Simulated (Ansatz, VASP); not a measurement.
# One calculation of BN, two programs

File INCAR:

```
SYSTEM = BN
PREC     = Accurate       ! precision mode
ENCUT    = 520            ! plane-wave cutoff, eV
EDIFF    = 1E-7           ! SCF threshold, eV
ISMEAR   = -1             ! smearing method
SIGMA    = 0.02           ! smearing width, eV
LREAL    = .False.        ! projectors in reciprocal space
LASPH    = .True.         ! aspherical terms in the spheres
NELM     = 100            ! most SCF steps
ALGO     = Normal         ! electronic algorithm
ISIF     = 2              ! what is computed and relaxed
LWAVE    = .False.        ! write WAVECAR
LCHARG   = .True.         ! write CHGCAR
GGA      = PE             ! functional
LELF     = .True.         ! ELF
LVHAR    = .True.       
NBANDS   = 11             ! bands
```

Contents of KPOINTS:

```
Automatic mesh
0
Gamma
  11 11 11
  0 0 0
```

Contents of POSCAR:

```
BN
1.0
    0.0000000000      1.7923102062      1.7923102062
    1.7923102062      0.0000000000      1.7923102062
    1.7923102062      1.7923102062      0.0000000000
B N
1 1
Direct
    0.0000000000      0.0000000000      0.0000000000
    0.7500000000      0.7500000000      0.7500000000
```

Input for Ansatz:

```yaml
crystal:
  lattice:
    - [0.0, 1.7923102062, 1.7923102062]
    - [1.7923102062, 0.0, 1.7923102062]
    - [1.7923102062, 1.7923102062, 0.0]
  atoms:
    - { symbol: B, position: [0.0, 0.0, 0.0] }
    - { symbol: "N", position: [0.75, 0.75, 0.75] }
kpoints:
  mp_grid: { grid: [11, 11, 11] }
scf:
  occupations: { method: fermi_dirac, width: 0.02 }
hamiltonian:
  xc: pbe
  pseudopotentials: { kind: all_electron, lapw: { basis_error: 0.0005 } }
output:
  forces: true
  stress: true
  eigenvalues: true
```

Change from the starting cell: volume scaled by 0.975.

Alike in both runs: task single point; functional PBE; k mesh 11 × 11 × 11; occupations fermi-dirac, width 0.02 eV; no spin polarisation.

```csv
,VASP,Ansatz
version,VASP 6.6.1,Ansatz 0.2.0
potentials or method,"VASP PAW PBE potentials, release 64 (B, N), cutoff 520 eV","all-electron LAPW, scalar-relativistic"
```

```csv
,VASP,Ansatz,Ansatz less VASP
gap on the k mesh at the Fermi level (eV),4.59,4.60,+0.009
pressure (GPa),13.5,13.2,-0.34
```

Ansatz ran all-electron here, and VASP with PAW potentials.
